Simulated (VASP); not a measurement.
# Si (Fd-3m) in VASP: notebook

Aim: see how the results for Si move with the level of theory and the settings. Levels: revPBE, PBE. Tasks: single point.

Everything below comes from runs of VASP 6.6.1. Logs are shortened: lines on timing, memory, paths and dates and some standing lists are left out, and cuts for length are marked.

## 1. The cell of the first run

The structure is cubic, space group Fd-3m (No. 227). The conventional cell has a = 5.427 Å, b = 5.427 Å, c = 5.427 Å, α = 90.00°, β = 90.00°, γ = 90.00°. Within 3.1 Å of Si (site symmetry -43m) lie 4 Si at 2.35 Å.

## 2. Single point, revPBE

File INCAR:

```
SYSTEM = Si
  PREC = Accurate
  ENCUT = 500
  EDIFF = 1E-6
  ISMEAR = -1
  SIGMA = 0.05
  LREAL = .False.
  LASPH = .True.
  NELM = 120
  ALGO = Normal
  ISIF = 2
  LWAVE = .False.
  LCHARG = .True.
  GGA = RE
  LELF = .True.
  LVHAR = .True.
  NBANDS = 11
  GGA_COMPAT = .False.
```

File KPOINTS:

```
regular mesh
0
Gamma
  10 10 10
  0 0 0
```

File POSCAR:

```
Si
1.0
    0.0000000000      2.7135600000      2.7135600000
    2.7135600000      0.0000000000      2.7135600000
    2.7135600000      2.7135600000      0.0000000000
Si
2
Direct
    0.7500000000      0.7500000000      0.7500000000
    0.5000000000      0.5000000000      0.5000000000
```

Potentials or basis: VASP PAW PBE potentials, release 64 (Si).

On the command line:

```
$ cat potpaw_PBE.64/Si/POTCAR > POTCAR
$ mpirun -np 1 vasp_std > vasp.out
```

OUTCAR:

```text
SYSTEM = Si
   PREC = Accurate
   ENCUT = 500
   EDIFF = 1E-6
   ISMEAR = -1
   LREAL = .False.
   LASPH = .True.
   NELM = 120
   ISIF = 2
   GGA = RE

 ion  position               nearest neighbor table
   1  0.750  0.750  0.750-   2 2.35   2 2.35   2 2.35   2 2.35
   2  0.500  0.500  0.500-   1 2.35   1 2.35   1 2.35   1 2.35

  LATTYP: Found a face centered cubic cell.
 ALAT       =     5.4271200000

  Lattice vectors:

 A1 = (   0.0000000000,   2.7135600000,   2.7135600000)
 A2 = (   2.7135600000,   0.0000000000,   2.7135600000)
 A3 = (   2.7135600000,   2.7135600000,   0.0000000000)

Analysis of symmetry for initial positions (statically):
=====================================================================
 Subroutine PRICEL returns:
 Original cell was already a primitive cell.

 Routine SETGRP: Setting up the symmetry group for a
 face centered cubic supercell.

 Subroutine GETGRP returns: Found 48 space group operations
 (whereof 24 operations were pure point group operations)
 out of a pool of 48 trial point group operations.

The static configuration has the point symmetry T_d .
 The point group associated with its full space group is O_h .

Analysis of symmetry for dynamics (positions and initial velocities):
=====================================================================
 Subroutine PRICEL returns:
 Original cell was already a primitive cell.

 Routine SETGRP: Setting up the symmetry group for a
 face centered cubic supercell.

 Subroutine GETGRP returns: Found 48 space group operations
 (whereof 24 operations were pure point group operations)
 out of a pool of 48 trial point group operations.

The dynamic configuration has the point symmetry T_d .
 The point group associated with its full space group is O_h .

 Subroutine INISYM returns: Found 48 space group operations
 (whereof 24 operations are pure point group operations),
 and found     1 'primitive' translations

----------------------------------------------------------------------------------------

                                     Primitive cell

  volume of cell :      39.9621

  direct lattice vectors                    reciprocal lattice vectors
     0.000000000  2.713560000  2.713560000    -0.184259792  0.184259792  0.184259792
     2.713560000  0.000000000  2.713560000     0.184259792 -0.184259792  0.184259792
     2.713560000  2.713560000  0.000000000     0.184259792  0.184259792 -0.184259792

  length of vectors
     3.837553354  3.837553354  3.837553354     0.319147321  0.319147321  0.319147321

  position of ions in fractional coordinates (direct lattice)
     0.750000000  0.750000000  0.750000000
     0.500000000  0.500000000  0.500000000

  ion indices of the primitive-cell ions
   primitive index   ion index
                 1           1
                 2           2

----------------------------------------------------------------------------------------

 KPOINTS: regular mesh

Automatic generation of k-mesh.
 Grid dimensions read from file:
 generate k-points for:   10   10   10

 Generating k-lattice:

  Cartesian coordinates                     Fractional coordinates (reciprocal lattice)
    -0.018425979  0.018425979  0.018425979     0.100000000  0.000000000  0.000000000
     0.018425979 -0.018425979  0.018425979     0.000000000  0.100000000  0.000000000
     0.018425979  0.018425979 -0.018425979     0.000000000  0.000000000  0.100000000

  Length of vectors
     0.031914732  0.031914732  0.031914732

  Shift w.r.t. Gamma in fractional coordinates (k-lattice)
     0.000000000  0.000000000  0.000000000

 Subroutine IBZKPT returns following result:
 ===========================================

 Found     47 irreducible k-points:

 Following reciprocal coordinates:
            Coordinates               Weight
  0.000000  0.000000  0.000000      1.000000
  0.100000  0.000000  0.000000      8.000000
  0.200000  0.000000  0.000000      8.000000
  0.300000  0.000000  0.000000      8.000000
  0.400000  0.000000  0.000000      8.000000
  0.500000  0.000000  0.000000      4.000000
[... 16 lines left out ...]
  0.300000  0.300000  0.000000      6.000000
  0.400000  0.300000  0.000000     24.000000
 [... further k-points ...]
   k-points           NKPTS =     47   k-points in BZ     NKDIM =     47   number of bands    NBANDS=     11
   number of dos      NEDOS =    301   number of ions     NIONS =      2
   total plane-waves  NPLWV =  21952
   dimension x,y,z NGX =    28 NGY =   28 NGZ =   28
   dimension x,y,z NGXF=    56 NGYF=   56 NGZF=   56
   ions per type =               2
   NGX,Y,Z   is equivalent  to a cutoff of  12.13, 12.13, 12.13 a.u.
   NGXF,Y,Z  is equivalent  to a cutoff of  24.26, 24.26, 24.26 a.u.
 SYSTEM =  Si
   PREC   = accura    normal or accurate (medium, high low for compatibility)
   ISTART =      0    job   : 0-new  1-cont  2-samecut
   ICHARG =      2    charge: 1-file 2-atom 10-const
   ISPIN  =      1    spin polarized calculation?
   LNONCOLLINEAR =      F non collinear calculations
   LSORBIT =      F    spin-orbit coupling
   LASPH  =      T    aspherical Exc in radial PAW
   ENCUT  =  500.0 eV  36.75 Ry    6.06 a.u.   7.00  7.00  7.00*2*pi/ulx,y,z
   NELM   =    120;   NELMIN=  2; NELMDL= -5     # of ELM steps
   EDIFF  = 0.1E-05   stopping-criterion for ELM
   LREAL  =      F    real-space projection
   EDIFFG = 0.1E-04   stopping-criterion for IOM
   NSW    =      0    number of steps for IOM
   IBRION =     -1    ionic relax: 0-MD 1-quasi-New 2-CG
   NFREE  =      0    steps in history (QN), initial steepest desc. (CG)
   ISIF   =      2    stress and relaxation
   ISYM   =      2    0-nonsym 1-usesym 2-fastsym
   POTIM  = 0.5000    time-step for ionic-motion
   TEBEG  =    0.0;   TEEND  =   0.0 temperature during run
   PSTRESS=    0.0 pullay stress
   NELECT =       8.0000    total number of electrons
   NUPDOWN=      -1.0000    fix difference up-down
   EMIN   =  10.00;   EMAX   =-10.00  energy-range for DOS
   EFERMI =   0.00;   METHOD = LEGACY
   ISMEAR =    -1;   SIGMA  =   0.05  broadening in eV -4-tet -1-fermi 0-gaus
   EFERMI_NEDOS =   21; number of points for ismear=-14 and -15
   IALGO  =     38    algorithm
   IMIX   =      4    mixing-type and parameters
     AMIX     =   0.40;   BMIX     =  1.00
     AMIX_MAG =   1.60;   BMIX_MAG =  1.00
  volume/ion in A,a.u.               =      19.98       134.84
  Fermi-wavevector in a.u.,A,eV,Ry     =   0.957684  1.809760 12.478691  0.917158
  Thomas-Fermi vector in A             =   2.086724
   LORBIT       =      0    0 simple, 1 ext, 2 COOP (PROOUT), +10 PAW based schemes
   GGA     = RE    functional components
   LHFCALC =     F    Hartree Fock is set to
   AEXX    =    0.0000 exact exchange contribution
   IVDW    =     0    specifies the selected vdW correction
   LEPSILON=     F    determine dielectric tensor
   LRPA    =     F    only Hartree local field effects (RPA)
 non-spin polarized calculation
  energy-cutoff  :      500.00
  volume of cell :       39.96
 maximum number of plane-waves:      1031
   NGX = 13   NGY = 13   NGZ = 13

 number of electron       8.0000001 magnetization

 Free energy of the ion-electron system (eV)
  ---------------------------------------------------
  ext. energy  EPLUGINS =         0.00000000
  ---------------------------------------------------
  free energy    TOTEN  =       -10.41739255 eV

  energy without entropy =      -10.41737660  energy(sigma->0) =      -10.41738457

 E-fermi :   6.1923     XC(G=0):  -9.3535

 val. band max:        5.8991974123   @ k =   0.0000   0.0000   0.0000
 cond. band min:       6.5156614209   @ k =   0.4000   0.4000   0.0000
 fundamental gap:      0.6164640085
 Fermi energy:         6.1922712855

 k-point     1 :       0.0000    0.0000    0.0000
  band No.  band energies     occupation
      1      -6.0549      2.00000
      2       5.8992      1.99432
      3       5.8992      1.99432
      4       5.8992      1.99432
      5       8.4684      0.00000
      6       8.4684      0.00000
      7       8.4684      0.00000
      8       9.3896      0.00000
      9      13.5774      0.00000
     10      13.5774      0.00000
     11      14.0128      0.00000

 k-point     2 :       0.1000    0.0000    0.0000
  band No.  band energies     occupation
      1      -5.9238      2.00000
      2       4.7637      2.00000
      3       5.7009      1.99989
      4       5.7009      1.99989
      5       8.5059      0.00000
      6       8.7609      0.00000
      7       8.7609      0.00000
      8      10.2858      0.00000
      9      13.2315      0.00000
     10      13.2315      0.00000
     11      14.5425      0.00000

 k-point     3 :       0.2000    0.0000    0.0000
  band No.  band energies     occupation
      1      -5.5368      2.00000
      2       2.9049      2.00000
      3       5.3202      2.00000
      4       5.3202      2.00000
      5       8.1715      0.00000
      6       9.2687      0.00000
      7       9.2687      0.00000
      8      12.0432      0.00000
      9      12.9278      0.00000
     10      12.9278      0.00000
     11      15.1666      0.00000

 k-point     4 :       0.3000    0.0000    0.0000
  band No.  band energies     occupation
      1      -4.9206      2.00000
      2       1.1189      2.00000
      3       4.9853      2.00000
      4       4.9853      2.00000
      5       7.8173      0.00000
      6       9.4364      0.00000
      7       9.4364      0.00000
      8      13.4800      0.00000
      9      13.4800      0.00000
     10      13.6269      0.00000
     11      14.9262      0.00000
[... 239 lines left out ...]
 k-point    22 :      -0.2000    0.2000    0.0000
  band No.  band energies     occupation
      1      -4.7042      2.00000
      2       1.4403      2.00000
      3       2.9072      2.00000
      4       5.0543      2.00000
      5       8.8245      0.00000
      6       9.9009      0.00000
      7      10.2428      0.00000
      8      11.6989      0.00000
      9      12.0009      0.00000
     10      16.7126      0.00000
     11      16.7334      0.00000

 k-point    23 :       0.3000    0.3000    0.0000
  band No.  band energies     occupation
      1      -4.5034      2.00000
      2       1.5030      2.00000
      3       3.6705      2.00000
      4       3.6705      2.00000
      5       6.7946      0.00001
      6       8.3452      0.00000
      7      12.5675      0.00000
      8      12.5675      0.00000
      9      15.1210      0.00000
     10      15.3184      0.00000
     11      18.5118      0.00000

 k-point    24 :       0.4000    0.3000    0.0000
  band No.  band energies     occupation
      1      -3.8896      2.00000
      2       0.4952      2.00000
      3       3.0482      2.00000
      4       3.4657      2.00000
      5       6.9819      0.00000
      6       8.1751      0.00000
      7      12.8854      0.00000
      8      12.9823      0.00000
      9      16.3390      0.00000
     10      16.7616      0.00000
     11      18.1256      0.00000

 [... further k-points ...]
[... 5 lines left out ...]
  --------------------------------------------------------------------------------------
  -------------------------------------------------------------------------------------
  Total        0.7993762      0.7993762      0.7993762     -0.0000000     -0.0000000      0.0000000
  in kB       32.0489274     32.0489274     32.0489274     -0.0000000     -0.0000000      0.0000000
  external PRESSURE =      32.0489274 kB  Pullay stress =       0.0000000 kB

 VOLUME and BASIS-vectors are now :
 -----------------------------------------------------------------------------
  energy-cutoff  :      500.00
  volume of cell :       39.96
      direct lattice vectors                 reciprocal lattice vectors
     0.000000000  2.713560000  2.713560000    -0.184259792  0.184259792  0.184259792
     2.713560000  0.000000000  2.713560000     0.184259792 -0.184259792  0.184259792
     2.713560000  2.713560000  0.000000000     0.184259792  0.184259792 -0.184259792

 POSITION                                       TOTAL-FORCE (eV/Angst)
 -----------------------------------------------------------------------------------
      4.07034      4.07034      4.07034         0.000000      0.000000      0.000000
      2.71356      2.71356      2.71356        -0.000000     -0.000000     -0.000000
 -----------------------------------------------------------------------------------
    total drift:                                0.000000      0.000000     -0.000000

  FREE ENERGIE OF THE ION-ELECTRON SYSTEM (eV)
  ---------------------------------------------------
  free  energy   TOTEN  =       -10.4173925500 eV

  energy  without entropy=      -10.4173765993  energy(sigma->0) =      -10.41738457
```

Wall time 39 s (1 thread of Intel Xeon 8259CL, shared host); peak memory 0.15 GiB.

What came out:

| Property | Result |
| --- | --- |
| Free energy | -10.4174 eV |
| Pressure | 3.2 GPa |
| Band gap on the k mesh | 0.62 eV (least direct gap 2.57 eV) |

Levels at points of the mesh, in eV from the valence-band top:
| k point | band 1 | band 2 | band 3 | band 4 | band 5 | band 6 | band 7 | band 8 | band 9 |
| --- | --- | --- | --- | --- | --- | --- | --- | --- | --- |
| (0.00, 0.00, 0.00) | -11.95 | 0.00 | 0.00 | 0.00 | 2.57 | 2.57 | 2.57 | 3.49 | 7.68 |
| (0.50, 0.00, 0.00) | -9.62 | -6.96 | -1.20 | -1.20 | 1.60 | 3.34 | 3.34 | 7.82 | 10.52 |
| (0.50, 0.50, 0.00) | -7.80 | -7.80 | -2.85 | -2.85 | 0.75 | 0.75 | 10.17 | 10.17 | 10.95 |

Caveat: the cell stands under pressure; the PAW data sets were made with another functional, which shifts forces and pressure a little. A k mesh can miss the band edges.

## 3. Single point, PBE

File INCAR:

```
SYSTEM = Si
PREC = Accurate
ENCUT = 520
EDIFF = 1E-6
ISMEAR = -1
SIGMA = 0.05
LREAL = .FALSE.
LASPH = .TRUE.
NELM = 80
ALGO = Normal
ISIF = 2
LWAVE = .FALSE.
LCHARG = .TRUE.
GGA = PE
LELF = .TRUE.
LVHAR = .TRUE.
NBANDS = 11
```

File KPOINTS:

```
Automatic mesh
0
G
  10 10 10
  0 0 0
```

POSCAR is that of step 2.

Potentials or basis: VASP PAW PBE potentials, release 64 (Si).

On the command line:

```
$ cat potpaw_PBE.64/Si/POTCAR > POTCAR
$ mpirun -np 1 vasp_std > vasp.out
```

It took 35 s on 1 thread of Intel Xeon 8259CL, shared host; peak memory 0.16 GiB.

It converged, with:

* Free energy: -10.8431 eV
* Pressure: 2.1 GPa
* Band gap on the k mesh: 0.58 eV (least direct gap 2.57 eV)

Levels at points of the mesh, in eV from the valence-band top:
```tsv
k point	band 2	band 3	band 4	band 5	band 6	band 7
(0.00, 0.00, 0.00)	0.00	0.00	0.00	2.57	2.57	2.57
(0.50, 0.00, 0.00)	-6.97	-1.20	-1.20	1.55	3.34	3.34
(0.50, 0.50, 0.00)	-7.82	-2.85	-2.85	0.71	0.71	10.13
```

## 4. Single point, PBE

File INCAR:

```
ALGO = Normal ; EDIFF = 1E-6
ENCUT = 520 ; GGA = PE
ISIF = 2 ; ISMEAR = -1
LASPH = T ; LCHARG = F
LREAL = F ; LWAVE = F
NBANDS = 11 ; NELM = 100
PREC = Accurate ; SIGMA = 0.05
```

File KPOINTS:

```
k-points
0
Gamma
  10 10 10
```

POSCAR is that of step 3.

Potentials or basis: VASP PAW PBE potentials, release 64 (Si).

On the command line:

```
$ cat potpaw_PBE.64/Si/POTCAR > POTCAR
$ mpirun -np 1 vasp_std > vasp.out
```

OUTCAR:

```text
EDIFF = 1E-6
   ENCUT = 520
   GGA = PE
   ISIF = 2
   ISMEAR = -1
   LASPH = T
   LREAL = F
   NELM = 100
   PREC = Accurate

 ion  position               nearest neighbor table
   1  0.750  0.750  0.750-   2 2.35   2 2.35   2 2.35   2 2.35
   2  0.500  0.500  0.500-   1 2.35   1 2.35   1 2.35   1 2.35

  LATTYP: Found a face centered cubic cell.
 ALAT       =     5.4271200000

  Lattice vectors:

 A1 = (   0.0000000000,   2.7135600000,   2.7135600000)
 A2 = (   2.7135600000,   0.0000000000,   2.7135600000)
 A3 = (   2.7135600000,   2.7135600000,   0.0000000000)

Analysis of symmetry for initial positions (statically):
=====================================================================
 Subroutine PRICEL returns:
 Original cell was already a primitive cell.

 Routine SETGRP: Setting up the symmetry group for a
 face centered cubic supercell.

 Subroutine GETGRP returns: Found 48 space group operations
 (whereof 24 operations were pure point group operations)
 out of a pool of 48 trial point group operations.

The static configuration has the point symmetry T_d .
 The point group associated with its full space group is O_h .
[... 165 lines left out ...]
 cond. band min:       6.4241469983   @ k =   0.4000   0.4000   0.0000
 fundamental gap:      0.5783470254
 Fermi energy:         6.1197889406

 k-point     1 :       0.0000    0.0000    0.0000
  band No.  band energies     occupation
      1      -6.1252      2.00000
      2       5.8458      1.99169
      3       5.8458      1.99169
      4       5.8458      1.99169
      5       8.4125      0.00000
      6       8.4125      0.00000
      7       8.4125      0.00000
      8       9.2424      0.00000
      9      13.5670      0.00000
     10      13.5670      0.00000
     11      13.8133      0.00000
[... 309 lines left out ...]
 k-point    24 :       0.4000    0.3000    0.0000
  band No.  band energies     occupation
      1      -3.9591      2.00000
      2       0.4256      2.00000
      3       2.9872      2.00000
      4       3.4098      2.00000
      5       6.8945      0.00000
      6       8.0894      0.00000
      7      12.8128      0.00000
      8      12.9251      0.00000
      9      16.3227      0.00000
     10      16.6444      0.00000
     11      18.0220      0.00000

 [... further k-points ...]
[... 5 lines left out ...]
  --------------------------------------------------------------------------------------
  -------------------------------------------------------------------------------------
  Total        0.5333992      0.5333992      0.5333992     -0.0000000     -0.0000000     -0.0000000
  in kB       21.3852646     21.3852646     21.3852646     -0.0000000     -0.0000000     -0.0000000
  external PRESSURE =      21.3852646 kB  Pullay stress =       0.0000000 kB

 VOLUME and BASIS-vectors are now :
 -----------------------------------------------------------------------------
  energy-cutoff  :      520.00
  volume of cell :       39.96
      direct lattice vectors                 reciprocal lattice vectors
     0.000000000  2.713560000  2.713560000    -0.184259792  0.184259792  0.184259792
     2.713560000  0.000000000  2.713560000     0.184259792 -0.184259792  0.184259792
     2.713560000  2.713560000  0.000000000     0.184259792  0.184259792 -0.184259792

 POSITION                                       TOTAL-FORCE (eV/Angst)
 -----------------------------------------------------------------------------------
      4.07034      4.07034      4.07034         0.000000     -0.000000     -0.000000
      2.71356      2.71356      2.71356        -0.000000      0.000000      0.000000
 -----------------------------------------------------------------------------------
    total drift:                                0.000000     -0.000000     -0.000000

  FREE ENERGIE OF THE ION-ELECTRON SYSTEM (eV)
  ---------------------------------------------------
  free  energy   TOTEN  =       -10.8431335987 eV

  energy  without entropy=      -10.8431114164  energy(sigma->0) =      -10.84312251
```

Run time: 30 s. Hardware: 1 thread of Intel Xeon 8259CL, shared host; peak memory 0.16 GiB.

What came out:

| Property | Result |
| --- | --- |
| Free energy | -10.8431 eV |
| Pressure | 2.1 GPa |
| Band gap on the k mesh | 0.58 eV (least direct gap 2.57 eV) |

Levels at points of the mesh, in eV from the valence-band top:
```
           k point  band 1  band 2  band 3  band 4  band 5  band 6  band 7  band 8  band 9
(0.00, 0.00, 0.00)  -11.97    0.00    0.00    0.00    2.57    2.57    2.57    3.40    7.72
(0.50, 0.00, 0.00)   -9.63   -6.97   -1.20   -1.20    1.55    3.34    3.34    7.73   10.55
(0.50, 0.50, 0.00)   -7.82   -7.82   -2.85   -2.85    0.71    0.71   10.13   10.13   10.98
```
